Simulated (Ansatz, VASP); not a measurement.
Two plane-wave programs on BaS

```
Ba S
1.0
     0.00000    3.19375    3.19375
     3.19375    0.00000    3.19375
     3.19375    3.19375    0.00000
Ba S
1 1
Direct
  0.00000 0.00000 0.00000
  0.50000 0.50000 0.50000
```

Alike in both runs: task electric field gradients; functional r2SCAN; k mesh 7 × 7 × 7; occupations fermi-dirac, width 0.01 eV; no spin polarisation.

|  | VASP | Ansatz |
| --- | --- | --- |
| version | VASP 6.6.1 | Ansatz 0.2.0 |
| potentials or method | VASP PAW PBE potentials, release 64 (Ba_sv, S) | PAW with Ansatz's default frozen-core files, scalar-relativistic |
| plane-wave cutoff (eV) | 520 | 500 |
| valence electrons in the cell | 16 | 16 |

```csv
,VASP,Ansatz,Ansatz less VASP
gap on the k mesh at the Fermi level (eV),2.53,2.61,+0.088
pressure (GPa),1.4,0.8,-0.60
```

VASP's potentials were made for PBE, not for r2SCAN.

Spin-orbit coupling is off throughout.
